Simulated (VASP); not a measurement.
A run of VASP 6.6.1 is set up as follows.

Contents of INCAR:

```
SYSTEM = Mg
  PREC = Accurate
  ENCUT = 520
  EDIFF = 1E-6
  ISMEAR = -1
  SIGMA = 0.1
  LREAL = .False.
  LASPH = .True.
  NELM = 60
  ALGO = Normal
  ISIF = 2
  LWAVE = .False.
  LCHARG = .True.
  GGA = PS
  LELF = .True.
  LVHAR = .True.
  NBANDS = 7
```

The input KPOINTS:

```
Automatic mesh
0
Gamma
  13 13 13
  0 0 0
```

POSCAR

```
Mg
1.0
    2.9473513136      0.0000000000      0.0000000000
    0.0000000000      2.9473513136      0.0000000000
    0.0000000000      0.0000000000      2.9473513136
Mg
1
Direct
    0.0000000000      0.0000000000      0.0000000000
```

Potentials or basis: VASP PAW PBE potentials, release 64 (Mg).

Command:

```sh
$ cat potpaw_PBE.64/Mg/POTCAR > POTCAR
$ mpirun -np 1 vasp_std > vasp.out
```

Q: What does it give for the band gap on the k mesh?

A: Zero (band 1 reaches 5.83 eV, above the bottom of band 2 at 0.45 eV).

Q: Predict the pressure.

A: 1.4 GPa.

Caveat: the PAW data sets were made with another functional, which shifts forces and pressure a little.
